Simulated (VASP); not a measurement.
# ScAl (Pmmn) in VASP: notebook

Runs on ScAl. Level: PBEsol. Tasks: single point.

All numbers are computed with VASP 6.6.1; they aren't measurements. Logs are shortened: lines on timing, memory, paths and dates and some standing lists are left out, and cuts for length are marked.

## 1. The cell of the first run

Symmetry: Pmmn, No. 59, orthorhombic system. The conventional cell has a = 3.291 Å, b = 4.337 Å, c = 12.517 Å, α = 90.00°, β = 90.00°, γ = 90.00°. Sc (site symmetry mm2) has 7 Al at 2.91 to 3.04 Å and 6 Sc at 3.29 to 3.33 Å within 3.8 Å. Within 3.8 Å of Sc (site symmetry mm2) lie 6 Al at 2.91 to 3.04 Å and 2 Sc at 3.29 Å. Within 3.5 Å of Al (site symmetry mm2) lie 4 Al at 2.66 to 3.29 Å and 7 Sc at 2.91 to 3.04 Å. Al (site symmetry mm2) has 4 Al at 2.66 to 3.29 Å and 6 Sc at 2.91 to 3.04 Å within 3.5 Å.

## 2. Single point, PBEsol (the distance across one plane changed)

Input file INCAR:

```
SYSTEM = ScAl
ALGO     = Fast           ! electronic algorithm
EDIFF    = 1E-6           ! SCF threshold, eV
ENCUT    = 520            ! plane-wave cutoff, eV
GGA      = PS             ! functional
ISIF     = 2              ! what is computed and relaxed
ISMEAR   = 0              ! smearing method
LASPH    = .True.         ! aspherical terms in the spheres
LCHARG   = .False.        ! write CHGCAR
LREAL    = .False.        ! projectors in reciprocal space
LWAVE    = .False.        ! write WAVECAR
NBANDS   = 38             ! bands
NELM     = 80             ! most SCF steps
PREC     = Accurate       ! precision mode
SIGMA    = 0.15           ! smearing width, eV
```

Input file KPOINTS:

```
k-points
0
Gamma
  14 11 5
  0 0 0
```

Input file POSCAR:

```
ScAl
1.0
   -3.2907146300      0.0000000000      0.0000000000
    0.0000000000      0.0000000000     -4.3368114787
    0.0000000000    -12.5172692002      0.0000000000
Sc Al
4 4
Direct
    0.0000000000      0.7500000000      0.5168852140
    0.5000000000      0.7500000000      0.0768024362
    0.0000000000      0.2500000000      0.8033631194
    0.5000000000      0.2500000000      0.3632803416
    0.0000000000      0.7500000000      0.2813047904
    0.5000000000      0.7500000000      0.7213875682
    0.0000000000      0.2500000000      0.1587779874
    0.5000000000      0.2500000000      0.5988607652
```

Potentials or basis: VASP PAW PBE potentials, release 64 (Sc_sv, Al).

Run with:

```
$ cat potpaw_PBE.64/Sc_sv/POTCAR potpaw_PBE.64/Al/POTCAR > POTCAR
$ mpirun -np 1 vasp_std > vasp.out
```

OUTCAR:

```text
SYSTEM = ScAl
   EDIFF = 1E-6
   ENCUT = 520
   GGA = PS
   ISIF = 2
   ISMEAR = 0
   LASPH = .True.
   LREAL = .False.
   NELM = 80
   PREC = Accurate

 ion  position               nearest neighbor table
   1  0.000  0.750  0.517-   8 2.91   8 2.91   8 2.91   8 2.91   5 2.95   6 3.04   6 3.04   4 3.33
                             4 3.33   4 3.33   4 3.33
   2  0.500  0.750  0.077-   7 2.91   7 2.91   7 2.91   7 2.91   5 3.04   5 3.04
   3  0.000  0.250  0.803-   6 2.91   6 2.91   6 2.91   6 2.91   8 3.04   8 3.04
   4  0.500  0.250  0.363-   5 2.91   5 2.91   5 2.91   5 2.91   8 2.95   7 3.04   7 3.04   1 3.33
                             1 3.33   1 3.33   1 3.33
   5  0.000  0.750  0.281-   7 2.66   7 2.66   4 2.91   4 2.91   4 2.91   4 2.91   1 2.95   2 3.04
                             2 3.04
   6  0.500  0.750  0.721-   8 2.66   8 2.66   3 2.91   3 2.91   3 2.91   3 2.91   1 3.04   1 3.04

   7  0.000  0.250  0.159-   5 2.66   5 2.66   2 2.91   2 2.91   2 2.91   2 2.91   4 3.04   4 3.04

   8  0.500  0.250  0.599-   6 2.66   6 2.66   1 2.91   1 2.91   1 2.91   1 2.91   4 2.95   3 3.04
                             3 3.04

  LATTYP: Found a simple orthorhombic cell.
 ALAT       =     3.2907146300
 B/A-ratio  =     1.3178935175
 C/A-ratio  =     3.8038148571

  Lattice vectors:

 A1 = (  -3.2907146300,   0.0000000000,   0.0000000000)
 A2 = (   0.0000000000,   0.0000000000,  -4.3368114787)
 A3 = (   0.0000000000, -12.5172692002,   0.0000000000)

Analysis of symmetry for initial positions (statically):
=====================================================================
 Subroutine PRICEL returns:
 Original cell was already a primitive cell.

 Routine SETGRP: Setting up the symmetry group for a
 simple orthorhombic supercell.

 Subroutine GETGRP returns: Found  8 space group operations
 (whereof  2 operations were pure point group operations)
 out of a pool of  8 trial point group operations.

The static configuration has the point symmetry C_1h.
 The point group associated with its full space group is D_2h.

Analysis of symmetry for dynamics (positions and initial velocities):
=====================================================================
 Subroutine PRICEL returns:
 Original cell was already a primitive cell.

 Routine SETGRP: Setting up the symmetry group for a
 simple orthorhombic supercell.

 Subroutine GETGRP returns: Found  8 space group operations
 (whereof  2 operations were pure point group operations)
 out of a pool of  8 trial point group operations.

The dynamic configuration has the point symmetry C_1h.
 The point group associated with its full space group is D_2h.

 Subroutine INISYM returns: Found  8 space group operations
 (whereof  2 operations are pure point group operations),
 and found     1 'primitive' translations

----------------------------------------------------------------------------------------

                                     Primitive cell

  volume of cell :     178.6366

  direct lattice vectors                    reciprocal lattice vectors
    -3.290714630  0.000000000  0.000000000    -0.303885360  0.000000000  0.000000000
     0.000000000  0.000000000 -4.336811479     0.000000000  0.000000000 -0.230584153
     0.000000000-12.517269200  0.000000000     0.000000000 -0.079889630  0.000000000

  length of vectors
     3.290714630  4.336811479 12.517269200     0.303885360  0.230584153  0.079889630

  position of ions in fractional coordinates (direct lattice)
     0.000000000  0.750000000  0.516885214
     0.500000000  0.750000000  0.076802436
     0.000000000  0.250000000  0.803363119
     0.500000000  0.250000000  0.363280342
     0.000000000  0.750000000  0.281304790
     0.500000000  0.750000000  0.721387568
     0.000000000  0.250000000  0.158777987
     0.500000000  0.250000000  0.598860765

  ion indices of the primitive-cell ions
   primitive index   ion index
                 1           1
                 2           2
                 3           3
                 4           4
                 5           5
                 6           6
                 7           7
                 8           8

----------------------------------------------------------------------------------------

 KPOINTS: k-points

Automatic generation of k-mesh.
 Grid dimensions read from file:
 generate k-points for:   14   11    5

 Generating k-lattice:

  Cartesian coordinates                     Fractional coordinates (reciprocal lattice)
    -0.021706097  0.000000000  0.000000000     0.071428571  0.000000000  0.000000000
     0.000000000  0.000000000 -0.020962196     0.000000000  0.090909091  0.000000000
     0.000000000 -0.015977926  0.000000000     0.000000000  0.000000000  0.200000000

  Length of vectors
     0.021706097  0.020962196  0.015977926

  Shift w.r.t. Gamma in fractional coordinates (k-lattice)
     0.000000000  0.000000000  0.000000000

 Subroutine IBZKPT returns following result:
 ===========================================

 Found    144 irreducible k-points:

 Following reciprocal coordinates:
            Coordinates               Weight
  0.000000  0.000000  0.000000      1.000000
  0.071429  0.000000  0.000000      2.000000
  0.142857  0.000000  0.000000      2.000000
  0.214286  0.000000  0.000000      2.000000
  0.285714  0.000000  0.000000      2.000000
  0.357143  0.000000  0.000000      2.000000
[... 16 lines left out ...]
  0.428571  0.181818  0.000000      4.000000
  0.500000  0.181818  0.000000      2.000000
 [... further k-points ...]
   k-points           NKPTS =    144   k-points in BZ     NKDIM =    144   number of bands    NBANDS=     38
   number of dos      NEDOS =    301   number of ions     NIONS =      8
   total plane-waves  NPLWV =  73728
   dimension x,y,z NGX =    24 NGY =   32 NGZ =   96
   dimension x,y,z NGXF=    48 NGYF=   64 NGZF=  192
   ions per type =               4   4
   NGX,Y,Z   is equivalent  to a cutoff of  12.12, 12.27, 12.75 a.u.
   NGXF,Y,Z  is equivalent  to a cutoff of  24.25, 24.53, 25.50 a.u.
 SYSTEM =  ScAl
   PREC   = accura    normal or accurate (medium, high low for compatibility)
   ISTART =      0    job   : 0-new  1-cont  2-samecut
   ICHARG =      2    charge: 1-file 2-atom 10-const
   ISPIN  =      1    spin polarized calculation?
   LNONCOLLINEAR =      F non collinear calculations
   LSORBIT =      F    spin-orbit coupling
   LASPH  =      T    aspherical Exc in radial PAW
   ENCUT  =  520.0 eV  38.22 Ry    6.18 a.u.   6.12  8.06 23.27*2*pi/ulx,y,z
   NELM   =     80;   NELMIN=  2; NELMDL= -5     # of ELM steps
   EDIFF  = 0.1E-05   stopping-criterion for ELM
   LREAL  =      F    real-space projection
   EDIFFG = 0.1E-04   stopping-criterion for IOM
   NSW    =      0    number of steps for IOM
   IBRION =     -1    ionic relax: 0-MD 1-quasi-New 2-CG
   NFREE  =      0    steps in history (QN), initial steepest desc. (CG)
   ISIF   =      2    stress and relaxation
   ISYM   =      2    0-nonsym 1-usesym 2-fastsym
   POTIM  = 0.5000    time-step for ionic-motion
   TEBEG  =    0.0;   TEEND  =   0.0 temperature during run
   PSTRESS=    0.0 pullay stress
   NELECT =      56.0000    total number of electrons
   NUPDOWN=      -1.0000    fix difference up-down
   EMIN   =  10.00;   EMAX   =-10.00  energy-range for DOS
   EFERMI =   0.00;   METHOD = LEGACY
   ISMEAR =     0;   SIGMA  =   0.15  broadening in eV -4-tet -1-fermi 0-gaus
   EFERMI_NEDOS =   21; number of points for ismear=-14 and -15
   IALGO  =     68    algorithm
   IMIX   =      4    mixing-type and parameters
     AMIX     =   0.40;   BMIX     =  1.00
     AMIX_MAG =   1.60;   BMIX_MAG =  1.00
  volume/ion in A,a.u.               =      22.33       150.69
  Fermi-wavevector in a.u.,A,eV,Ry     =   1.112109  2.101581 16.827503  1.236787
  Thomas-Fermi vector in A             =   2.248680
   LORBIT       =      0    0 simple, 1 ext, 2 COOP (PROOUT), +10 PAW based schemes
   GGA     = PS    functional components
   LHFCALC =     F    Hartree Fock is set to
   AEXX    =    0.0000 exact exchange contribution
   IVDW    =     0    specifies the selected vdW correction
   LEPSILON=     F    determine dielectric tensor
   LRPA    =     F    only Hartree local field effects (RPA)
 non-spin polarized calculation
 RMM-DIIS sequential band-by-band and
 Gauss-broadening in eV      SIGMA  =   0.15
  energy-cutoff  :      520.00
  volume of cell :      178.64
 maximum number of plane-waves:      4860
   NGX = 13   NGY = 17   NGZ = 47

 number of electron      55.9999991 magnetization

 Free energy of the ion-electron system (eV)
  ---------------------------------------------------
  ext. energy  EPLUGINS =         0.00000000
  ---------------------------------------------------
  free energy    TOTEN  =       -44.70172884 eV

  energy without entropy =      -44.59633282  energy(sigma->0) =      -44.64903083

 E-fermi :   4.4925     XC(G=0):  -9.6470

 val. band max:        4.4906042011   @ k =   0.3571   0.0909   0.4000
 cond. band min:       4.4928908173   @ k =   0.1429   0.4545   0.0000
 fundamental gap:      0.0022866163
 Fermi energy:         4.4924918211

 k-point     1 :       0.0000    0.0000    0.0000
  band No.  band energies     occupation
      1     -45.1343      2.00000
      2     -45.1337      2.00000
      3     -44.5401      2.00000
      4     -44.5082      2.00000
      5     -23.9633      2.00000
      6     -23.9543      2.00000
[... 30 lines left out ...]
     37       6.7065      0.00000
     38       7.0026      0.00000

 k-point     2 :       0.0714    0.0000    0.0000
  band No.  band energies     occupation
      1     -45.1334      2.00000
      2     -45.1328      2.00000
      3     -44.5387      2.00000
      4     -44.5076      2.00000
      5     -23.9620      2.00000
      6     -23.9533      2.00000
[... 30 lines left out ...]
     37       6.7085      0.00000
     38       6.8348      0.00000

 k-point     3 :       0.1429    0.0000    0.0000
  band No.  band energies     occupation
      1     -45.1308      2.00000
      2     -45.1303      2.00000
      3     -44.5349      2.00000
      4     -44.5062      2.00000
      5     -23.9587      2.00000
      6     -23.9506      2.00000
[... 30 lines left out ...]
     37       6.4384      0.00000
     38       6.7349      0.00000

 k-point     4 :       0.2143    0.0000    0.0000
  band No.  band energies     occupation
      1     -45.1271      2.00000
      2     -45.1267      2.00000
      3     -44.5293      2.00000
      4     -44.5043      2.00000
      5     -23.9537      2.00000
      6     -23.9468      2.00000
[... 30 lines left out ...]
     37       6.4065      0.00000
     38       6.7569      0.00000
[... 703 lines left out ...]
      4     -44.5028      2.00000
      5     -23.9422      2.00000
      6     -23.9391      2.00000
[... 30 lines left out ...]
     37       6.7458      0.00000
     38       6.7587      0.00000

 k-point    23 :       0.4286    0.1818    0.0000
  band No.  band energies     occupation
      1     -45.1166      2.00000
      2     -45.1165      2.00000
      3     -44.5090      2.00000
      4     -44.5031      2.00000
      5     -23.9384      2.00000
      6     -23.9368      2.00000
[... 30 lines left out ...]
     37       6.8316      0.00000
     38       6.8468      0.00000

 k-point    24 :       0.5000    0.1818    0.0000
  band No.  band energies     occupation
      1     -45.1156      2.00000
      2     -45.1156      2.00000
      3     -44.5051      2.00000
      4     -44.5051      2.00000
      5     -23.9365      2.00000
      6     -23.9365      2.00000
[... 30 lines left out ...]
     37       6.8401      0.00000
     38       6.8638      0.00000

 [... further k-points ...]

------------------------ aborting loop because EDIFF is reached ----------------------------------------

  FORCE on cell =-STRESS in cart. coord.  units (eV):
  Direction    XX          YY          ZZ          XY          YZ          ZX
  --------------------------------------------------------------------------------------
  -------------------------------------------------------------------------------------
  Total       -2.0075400     -5.1508313     -1.7139933      0.0000000     -0.0000000      0.0000000
  in kB      -18.0054689    -46.1974016    -15.3726711      0.0000000     -0.0000000      0.0000000
  external PRESSURE =     -26.5251805 kB  Pullay stress =       0.0000000 kB

 VOLUME and BASIS-vectors are now :
 -----------------------------------------------------------------------------
  energy-cutoff  :      520.00
  volume of cell :      178.64
      direct lattice vectors                 reciprocal lattice vectors
    -3.290714630  0.000000000  0.000000000    -0.303885360  0.000000000  0.000000000
     0.000000000  0.000000000 -4.336811479     0.000000000  0.000000000 -0.230584153
     0.000000000-12.517269200  0.000000000     0.000000000 -0.079889630  0.000000000

 POSITION                                       TOTAL-FORCE (eV/Angst)
 -----------------------------------------------------------------------------------
      0.00000     -6.46999     -3.25261        -0.000000     -0.117641      0.000000
     -1.64536     -0.96136     -3.25261         0.000000      0.289863      0.000000
      0.00000    -10.05591     -1.08420        -0.000000     -0.289863     -0.000000
     -1.64536     -4.54728     -1.08420         0.000000      0.117641     -0.000000
      0.00000     -3.52117     -3.25261        -0.000000      0.205893      0.000000
     -1.64536     -9.02980     -3.25261        -0.000000     -0.189764     -0.000000
      0.00000     -1.98747     -1.08420        -0.000000      0.189764      0.000000
     -1.64536     -7.49610     -1.08420        -0.000000     -0.205893     -0.000000
 -----------------------------------------------------------------------------------
    total drift:                               -0.000000     -0.000000      0.000000

  FREE ENERGIE OF THE ION-ELECTRON SYSTEM (eV)
  ---------------------------------------------------
  free  energy   TOTEN  =       -44.7017288384 eV

  energy  without entropy=      -44.5963328159  energy(sigma->0) =      -44.64903083
```

Wall time 31 min (1 thread of Intel Xeon 8259CL, shared host); peak memory 0.79 GiB.

What came out:

| Item | Value |
| --- | --- |
| Free energy | -44.7017 eV |
| Pressure | -2.7 GPa |
| Largest force | 0.290 eV/Å |
| Band gap on the k mesh | zero (bands 28 and 29 overlap by 0.67 eV) |

Forces on the atoms (eV/Å):
```
Sc   0.000 -0.118  0.000
Sc   0.000  0.290  0.000
Sc   0.000 -0.290  0.000
Sc   0.000  0.118  0.000
Al   0.000  0.206  0.000
Al   0.000 -0.190  0.000
Al   0.000  0.190  0.000
Al   0.000 -0.206  0.000
```

Stress tensor (GPa, compression positive):
```
-1.80  0.00  0.00
 0.00 -4.62  0.00
 0.00  0.00 -1.54
```

Levels at points of the mesh, in eV from the Fermi level:
```tsv
k point	band 24	band 25	band 26	band 27	band 28	band 29	band 30	band 31	band 32	band 33
(0.00, 0.00, 0.00)	-1.52	-0.91	-0.88	-0.37	0.15	0.55	1.02	1.61	1.60	1.79
(0.50, 0.00, 0.00)	-1.41	-1.12	-1.12	-0.33	-0.33	-0.10	-0.10	0.30	0.30	0.96
```

Caveat: the cell differs from its parent crystal (the distance across one plane changed); the PAW data sets were made with another functional, which shifts forces and pressure a little.

## 3. Single point, PBEsol (the distance across one plane changed)

Input file INCAR:

```
SYSTEM = ScAl
PREC = Accurate ; ENCUT = 520
EDIFF = 1E-6 ; ISMEAR = 0
SIGMA = 0.15 ; LREAL = .FALSE.
LASPH = .TRUE. ; NELM = 80
ALGO = Fast ; ISIF = 2
LWAVE = .FALSE. ; LCHARG = .TRUE.
GGA = PS ; LELF = .TRUE.
LVHAR = .TRUE. ; NBANDS = 38
```

Input file KPOINTS:

```
Automatic mesh
0
G
  14 11 5
  0 0 0
```

Input file POSCAR:

```
ScAl
1.0
   -3.2907146300      0.0000000000      0.0000000000
    0.0000000000      0.0000000000     -4.3368114787
    0.0000000000    -11.2672692002      0.0000000000
Sc Al
4 4
Direct
    0.0000000000      0.7500000000      0.5742288796
    0.5000000000      0.7500000000      0.0853229609
    0.0000000000      0.2500000000      0.8924888766
    0.5000000000      0.2500000000      0.4035829579
    0.0000000000      0.7500000000      0.3125129724
    0.5000000000      0.7500000000      0.8014188911
    0.0000000000      0.2500000000      0.1763929464
    0.5000000000      0.2500000000      0.6652988651
```

Potentials or basis: VASP PAW PBE potentials, release 64 (Sc_sv, Al).

Run with:

```
$ cat potpaw_PBE.64/Sc_sv/POTCAR potpaw_PBE.64/Al/POTCAR > POTCAR
$ mpirun -np 1 vasp_std > vasp.out
```

Wall time 42 min (1 thread of Intel Xeon 8259CL, shared host); peak memory 0.68 GiB.

Results (log left out):

| Quantity | Value |
| --- | --- |
| Free energy | -45.9883 eV |
| Pressure | -1.3 GPa |
| Largest force | 0.452 eV/Å |
| Band gap on the k mesh | zero (bands 28 and 29 overlap by 1.41 eV) |

Forces on the atoms (eV/Å):
```
Sc   0.000 -0.019  0.000
Sc   0.000  0.452  0.000
Sc   0.000 -0.452  0.000
Sc   0.000  0.019  0.000
Al   0.000  0.074  0.000
Al   0.000 -0.269  0.000
Al   0.000  0.269  0.000
Al   0.000 -0.074  0.000
```

Stress tensor (GPa, compression positive):
```
-0.27  0.00  0.00
 0.00 -3.12  0.00
 0.00  0.00 -0.43
```

Levels at points of the mesh, in eV from the Fermi level:
```csv
k point,band 26,band 27,band 28,band 29,band 30,band 31
"(0.00, 0.00, 0.00)",-0.47,-0.41,0.57,1.02,1.10,1.67
"(0.50, 0.00, 0.00)",-1.14,-0.36,-0.36,-0.14,-0.14,0.66
```

Caveat: the cell differs from its parent crystal (the distance across one plane changed); the PAW data sets were made with another functional, which shifts forces and pressure a little.
